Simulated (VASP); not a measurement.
# Cd2SnS4 (P1) in VASP: single point with PBEsol

Aim: the single point of Cd2SnS4 with PBEsol.

Program: VASP 6.6.1. These are calculated values, not measurements. Logs are shortened: lines on timing, memory, paths and dates and some standing lists are left out, and cuts for length are marked.

## Step 1: The cell of the first run

The typed cell holds 7 atoms: a = 6.882 Å, b = 3.956 Å, c = 6.893 Å, α = 90.00°, β = 99.69°, γ = 106.67°.

## Step 2: Single point, PBEsol

INCAR

```
PREC     = Accurate       # precision mode
ENCUT    = 520            # plane-wave cutoff, eV
EDIFF    = 1E-6           # SCF threshold, eV
ISMEAR   = -1             # smearing method
SIGMA    = 0.05           # smearing width, eV
LREAL    = False          # projectors in reciprocal space
LASPH    = True           # aspherical terms in the spheres
NELM     = 80             # most SCF steps
ALGO     = Normal         # electronic algorithm
ISIF     = 2              # what is computed and relaxed
LWAVE    = False          # write WAVECAR
LCHARG   = False          # write CHGCAR
GGA      = PS             # functional
NBANDS   = 40             # bands
```

KPOINTS

```
Automatic mesh
0
Gamma
  4 4 4
```

POSCAR

```
Cd2SnS4
1.0
    6.7925196524     -0.9634405630     -0.5427718352
   -0.5977488785      3.9109079832     -0.0296130279
   -0.6335450302     -0.0450087890      6.8637280057
Cd Sn S
2 1 4
Direct
    0.5171237899      0.5189648638      0.8087043138
    0.9418533483      0.2308295230      0.0883076490
    0.5163631247      0.0185242407      0.3553115918
    0.8716755352      0.1941999281      0.4287593500
    0.8931682314      0.7064377455      0.8711631179
    0.3650292038      0.4428978564      0.1455443567
    0.3255934332     -0.0766309139      0.6225088183
```

Potentials or basis: VASP PAW PBE potentials, release 64 (Cd, Sn_d, S).

On the command line:

```bash
cat potpaw_PBE.64/Cd/POTCAR potpaw_PBE.64/Sn_d/POTCAR potpaw_PBE.64/S/POTCAR > POTCAR
mpirun -np 1 vasp_std > vasp.out
```

OUTCAR:

```text
PREC = Accurate
   ENCUT = 520
   EDIFF = 1E-6
   ISMEAR = -1
   LREAL = False
   LASPH = True
   NELM = 80
   ISIF = 2
   GGA = PS

 ion  position               nearest neighbor table
   1  0.517  0.519  0.809-   5 2.44   7 2.57   7 2.57   6 2.69   2 3.68   2 3.68   3 3.70   3 3.70

   2  0.942  0.231  0.088-   5 2.47   5 2.47   4 2.47   6 2.75   3 3.62   1 3.68   1 3.68
   3  0.516  0.019  0.355-   4 2.31   7 2.41   6 2.55   6 2.55   2 3.62   1 3.70   1 3.70
   4  0.872  0.194  0.429-   3 2.31   2 2.47
   5  0.893  0.706  0.871-   1 2.44   2 2.47   2 2.47
   6  0.365  0.443  0.146-   3 2.55   3 2.55   1 2.69   2 2.75
   7  0.326  0.923  0.623-   3 2.41   1 2.57   1 2.57

  LATTYP: Found a triclinic cell.
 ALAT       =     6.8840666445
 B/A-ratio  =     0.5747235914
 C/A-ratio  =     1.0013052538
 COS(alpha) =     0.0000212735
 COS(beta)  =     0.1682960355
 COS(gamma) =     0.2878984193

  Lattice vectors:

 A1 = (  -6.1947707739,  -2.9474674202,   0.5723848631)
 A2 = (   0.5977488785,  -3.9109079832,   0.0296130279)
 A3 = (  -0.6335450302,  -0.0450087890,   6.8637280057)

Analysis of symmetry for initial positions (statically):
=====================================================================
 Subroutine PRICEL returns:
 Original cell was already a primitive cell.

 Routine SETGRP: Setting up the symmetry group for a
 triclinic supercell.

 Subroutine GETGRP returns: Found  1 space group operations
 (whereof  1 operations were pure point group operations)
 out of a pool of  2 trial point group operations.

The static configuration has the point symmetry C_1 .

Analysis of symmetry for dynamics (positions and initial velocities):
=====================================================================
 Subroutine PRICEL returns:
 Original cell was already a primitive cell.

 Routine SETGRP: Setting up the symmetry group for a
 triclinic supercell.

 Subroutine GETGRP returns: Found  1 space group operations
 (whereof  1 operations were pure point group operations)
 out of a pool of  2 trial point group operations.

The dynamic configuration has the point symmetry C_1 .

 Subroutine INISYM returns: Found  1 space group operations
 (whereof  1 operations are pure point group operations),
 and found     1 'primitive' translations

----------------------------------------------------------------------------------------

                                     Primitive cell

  volume of cell :     176.9950

  direct lattice vectors                    reciprocal lattice vectors
     6.792519652 -0.963440563 -0.542771835     0.151654418  0.023286232  0.014150909
    -0.597748879  3.910907983 -0.029613028     0.037499494  0.261465767  0.005175886
    -0.633545030 -0.045008789  6.863728006     0.012154360  0.002969509  0.146834780

  length of vectors
     6.881943200  3.956435505  6.893052098     0.154082962  0.264191879  0.147366885

  position of ions in fractional coordinates (direct lattice)
     0.517123790  0.518964864  0.808704314
     0.941853348  0.230829523  0.088307649
     0.516363125  0.018524241  0.355311592
     0.871675535  0.194199928  0.428759350
     0.893168231  0.706437745  0.871163118
     0.365029204  0.442897856  0.145544357
     0.325593433  0.923369086  0.622508818

  ion indices of the primitive-cell ions
   primitive index   ion index
                 1           1
                 2           2
                 3           3
                 4           4
                 5           5
                 6           6
                 7           7

----------------------------------------------------------------------------------------

 KPOINTS: Automatic mesh

Automatic generation of k-mesh.
 Grid dimensions read from file:
 generate k-points for:    4    4    4

 Generating k-lattice:

  Cartesian coordinates                     Fractional coordinates (reciprocal lattice)
     0.037913605  0.005821558  0.003537727     0.250000000 -0.000000000  0.000000000
     0.009374874  0.065366442  0.001293972    -0.000000000  0.250000000  0.000000000
     0.003038590  0.000742377  0.036708695     0.000000000  0.000000000  0.250000000

  Length of vectors
     0.038520741  0.066047970  0.036841721

  Shift w.r.t. Gamma in fractional coordinates (k-lattice)
     0.000000000  0.000000000  0.000000000

 Subroutine IBZKPT returns following result:
 ===========================================

 Found     36 irreducible k-points:

 Following reciprocal coordinates:
            Coordinates               Weight
  0.000000  0.000000  0.000000      1.000000
  0.250000  0.000000 -0.000000      2.000000
  0.500000  0.000000 -0.000000      1.000000
 -0.000000  0.250000  0.000000      2.000000
  0.250000  0.250000  0.000000      2.000000
  0.500000  0.250000  0.000000      2.000000
[... 16 lines left out ...]
  0.000000 -0.250000  0.250000      2.000000
  0.250000 -0.250000  0.250000      2.000000
 [... further k-points ...]
   k-points           NKPTS =     36   k-points in BZ     NKDIM =     36   number of bands    NBANDS=     40
   number of dos      NEDOS =    301   number of ions     NIONS =      7
   total plane-waves  NPLWV =  87480
   dimension x,y,z NGX =    54 NGY =   30 NGZ =   54
   dimension x,y,z NGXF=   108 NGYF=   60 NGZF=  108
   ions per type =               2   1   4
   NGX,Y,Z   is equivalent  to a cutoff of  13.04, 12.61, 13.02 a.u.
   NGXF,Y,Z  is equivalent  to a cutoff of  26.09, 25.21, 26.05 a.u.
 SYSTEM =  unknown system
   PREC   = accura    normal or accurate (medium, high low for compatibility)
   ISTART =      0    job   : 0-new  1-cont  2-samecut
   ICHARG =      2    charge: 1-file 2-atom 10-const
   ISPIN  =      1    spin polarized calculation?
   LNONCOLLINEAR =      F non collinear calculations
   LSORBIT =      F    spin-orbit coupling
   LASPH  =      T    aspherical Exc in radial PAW
   ENCUT  =  520.0 eV  38.22 Ry    6.18 a.u.  12.80  7.36 12.82*2*pi/ulx,y,z
   NELM   =     80;   NELMIN=  2; NELMDL= -5     # of ELM steps
   EDIFF  = 0.1E-05   stopping-criterion for ELM
   LREAL  =      F    real-space projection
[... 7 lines left out ...]
   TEBEG  =    0.0;   TEEND  =   0.0 temperature during run
   PSTRESS=    0.0 pullay stress
   NELECT =      62.0000    total number of electrons
   NUPDOWN=      -1.0000    fix difference up-down
   EMIN   =  10.00;   EMAX   =-10.00  energy-range for DOS
   EFERMI =   0.00;   METHOD = LEGACY
   ISMEAR =    -1;   SIGMA  =   0.05  broadening in eV -4-tet -1-fermi 0-gaus
   EFERMI_NEDOS =   21; number of points for ismear=-14 and -15
   IALGO  =     38    algorithm
   IMIX   =      4    mixing-type and parameters
     AMIX     =   0.40;   BMIX     =  1.00
     AMIX_MAG =   1.60;   BMIX_MAG =  1.00
  volume/ion in A,a.u.               =      25.29       170.63
  Fermi-wavevector in a.u.,A,eV,Ry     =   1.154033  2.180807 18.120145  1.331793
  Thomas-Fermi vector in A             =   2.290673
   LORBIT       =      0    0 simple, 1 ext, 2 COOP (PROOUT), +10 PAW based schemes
   GGA     = PS    functional components
   LHFCALC =     F    Hartree Fock is set to
   AEXX    =    0.0000 exact exchange contribution
   IVDW    =     0    specifies the selected vdW correction
   LEPSILON=     F    determine dielectric tensor
   LRPA    =     F    only Hartree local field effects (RPA)
 non-spin polarized calculation
  energy-cutoff  :      520.00
  volume of cell :      177.00
 maximum number of plane-waves:      4813
 NGX is ok and might be reduce to    54
   NGX = 25   NGY = 15   NGZ = 25

 number of electron      62.0000001 magnetization

 Free energy of the ion-electron system (eV)
  ---------------------------------------------------
  ext. energy  EPLUGINS =         0.00000000
  ---------------------------------------------------
  free energy    TOTEN  =       -26.80094286 eV

  energy without entropy =      -26.79682809  energy(sigma->0) =      -26.79888547

 E-fermi :   2.8127     XC(G=0):  -9.3170

 val. band max:        2.7995559612   @ k =   0.0000   0.0000   0.0000
 cond. band min:       3.1460345588   @ k =   0.5000   0.0000  -0.0000
 fundamental gap:      0.3464785976
 Fermi energy:         2.8127461927

 k-point     1 :       0.0000    0.0000    0.0000
  band No.  band energies     occupation
      1     -19.2567      2.00000
      2     -19.2246      2.00000
      3     -19.2218      2.00000
      4     -19.1504      2.00000
      5     -19.1134      2.00000
      6     -11.1686      2.00000
[... 32 lines left out ...]
     39       8.5820      0.00000
     40       9.0019      0.00000

 k-point     2 :       0.2500    0.0000   -0.0000
  band No.  band energies     occupation
      1     -19.2567      2.00000
      2     -19.2246      2.00000
      3     -19.2218      2.00000
      4     -19.1504      2.00000
      5     -19.1134      2.00000
      6     -11.1356      2.00000
[... 32 lines left out ...]
     39       8.3565      0.00000
     40       8.8210      0.00000

 k-point     3 :       0.5000    0.0000   -0.0000
  band No.  band energies     occupation
      1     -19.2566      2.00000
      2     -19.2246      2.00000
      3     -19.2218      2.00000
      4     -19.1504      2.00000
      5     -19.1134      2.00000
      6     -11.1005      2.00000
[... 32 lines left out ...]
     39       8.2103      0.00000
     40       9.2985      0.00000

 k-point     4 :      -0.0000    0.2500    0.0000
  band No.  band energies     occupation
      1     -19.2474      2.00000
      2     -19.2286      2.00000
      3     -19.2207      2.00000
      4     -19.1489      2.00000
      5     -19.1188      2.00000
      6     -10.8312      2.00000
[... 32 lines left out ...]
     39       8.5771      0.00000
     40       8.8844      0.00000
[... 772 lines left out ...]
     39       8.6906      0.00000
     40       9.0358      0.00000

 k-point    23 :       0.0000   -0.2500    0.2500
  band No.  band energies     occupation
      1     -19.2474      2.00000
      2     -19.2286      2.00000
      3     -19.2206      2.00000
      4     -19.1489      2.00000
      5     -19.1188      2.00000
      6     -10.7980      2.00000
[... 32 lines left out ...]
     39       8.5432      0.00000
     40       8.8704      0.00000

 k-point    24 :       0.2500   -0.2500    0.2500
  band No.  band energies     occupation
      1     -19.2474      2.00000
      2     -19.2286      2.00000
      3     -19.2206      2.00000
      4     -19.1489      2.00000
      5     -19.1188      2.00000
      6     -10.7939      2.00000
[... 32 lines left out ...]
     39       8.6657      0.00000
     40       9.0921      0.00000

 [... further k-points ...]

------------------------ aborting loop because EDIFF is reached ----------------------------------------

  FORCE on cell =-STRESS in cart. coord.  units (eV):
  Direction    XX          YY          ZZ          XY          YZ          ZX
  --------------------------------------------------------------------------------------
  -------------------------------------------------------------------------------------
  Total        0.1133875      0.1879925      0.1759365     -0.0136195      0.0005608      0.0050559
  in kB        1.0263952      1.7017276      1.5925955     -0.1232854      0.0050763      0.0457665
  external PRESSURE =       1.4402395 kB  Pullay stress =       0.0000000 kB

 VOLUME and BASIS-vectors are now :
 -----------------------------------------------------------------------------
  energy-cutoff  :      520.00
  volume of cell :      177.00
      direct lattice vectors                 reciprocal lattice vectors
     6.792519652 -0.963440563 -0.542771835     0.151654418  0.023286232  0.014150909
    -0.597748879  3.910907983 -0.029613028     0.037499494  0.261465767  0.005175886
    -0.633545030 -0.045008789  6.863728006     0.012154360  0.002969509  0.146834780

 POSITION                                       TOTAL-FORCE (eV/Angst)
 -----------------------------------------------------------------------------------
      2.69001      1.49501      5.25468        -0.006655     -0.000747      0.002446
      6.20363     -0.00864      0.08807        -0.006622     -0.000877      0.011188
      3.27123     -0.44103      2.15795         0.031496      0.003991      0.020571
      5.53315     -0.09961      2.46402        -0.043913     -0.005907      0.032099
      5.09267      1.86309      5.47372         0.043007      0.006524     -0.047727
      2.12252      1.37390      0.78773         0.005681      0.000907      0.020979
      1.26527      3.26950      4.06866        -0.022995     -0.003891     -0.039555
 -----------------------------------------------------------------------------------
    total drift:                               -0.000790     -0.000404     -0.000263

  FREE ENERGIE OF THE ION-ELECTRON SYSTEM (eV)
  ---------------------------------------------------
  free  energy   TOTEN  =       -26.8009428602 eV

  energy  without entropy=      -26.7968280874  energy(sigma->0) =      -26.79888547
```

Run time: 5.5 min. Hardware: 1 thread of Intel Xeon 8259CL, shared host; peak memory 0.43 GiB.

Results:

```
Free energy            : -26.8009 eV
Pressure               : 0.1 GPa
Largest force          : 0.065 eV/Å
Band gap on the k mesh : 0.05 eV
```

Forces in eV/Å, atoms in the order of the input:
```
Cd  -0.007 -0.001  0.002
Cd  -0.007 -0.001  0.011
Sn   0.031  0.004  0.021
S   -0.044 -0.006  0.032
S    0.043  0.007 -0.048
S    0.006  0.001  0.021
S   -0.023 -0.004 -0.040
```

Caveat: the smearing spreads over this small gap; semilocal functionals underestimate gaps, and a narrow one can read as zero; the PAW data sets were made with another functional, which shifts forces and pressure a little; spin-orbit coupling is left out, which moves the levels of the heavy elements. A k mesh can miss the band edges.

The gap in the log of VASP goes by the Fermi energy; the results here count the filled bands.